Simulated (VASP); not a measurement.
Set up this calculation in VASP 6.6.1, as the native input.

```
Task                   : relaxation of the atoms
Functional             : PBE
Dispersion             : D3(BJ)
Potentials or basis    : VASP PAW PBE potentials, release 64 (Cl)
Cutoff                 : 520 eV
k mesh                 : 8 × 8 × 4
Occupations            : gaussian, width 0.02 eV
Spin                   : no spin polarisation
Dipole correction      : no
Further INCAR settings : ALGO = Normal; EDIFF = 1e-07; IBRION = 2; EDIFFG = -0.01; NSW = 60
```

The structure of Cl lies in POSCAR:

```
Cl
1.0
    3.1450000000     -2.2500000000      0.0000000000
    3.1450000000      2.2500000000      0.0000000000
    0.0000000000      0.0000000000      8.2100000000
Cl
4
Direct
    0.8700000000      0.1300000000      0.1000000000
    0.6300000000      0.3700000000      0.6000000000
    0.1300000000      0.8700000000      0.9000000000
    0.3700000000      0.6300000000      0.4000000000
```

One way to write it, as run:

INCAR

```
  ALGO = Normal
  EDIFF = 1E-7
  EDIFFG = -0.01
  ENCUT = 520
  GGA = PE
  IBRION = 2
  ISIF = 2
  ISMEAR = 0
  IVDW = 12
  KPAR = 2
  LASPH = T
  LCHARG = F
  LREAL = F
  LWAVE = F
  NELM = 60
  NSW = 60
  PREC = Accurate
  SIGMA = 0.02
```

KPOINTS

```
k-points
0
Gamma
  8 8 4
```

Potentials or basis: VASP PAW PBE potentials, release 64 (Cl).

Launch:

```bash
$ cat potpaw_PBE.64/Cl/POTCAR > POTCAR
$ mpirun -np 2 vasp_std > vasp.out
```

It gave:

```yaml
Energy_gained_by_relaxing: 3.4 meV/atom
Ionic_steps: 10
Pressure_after_relaxing: -0.4 GPa
Largest_force_after_relaxing: 0.009 eV/Å
Band_gap_on_the_k_mesh: 2.53 eV
Dispersion_energy_per_atom: -0.151 eV
```

Run time: 5.4 min on 2 MPI ranks on AMD EPYC 7R43 64-Core Processor (Zen 3), on a shared host, peak memory 0.24 GiB a rank.
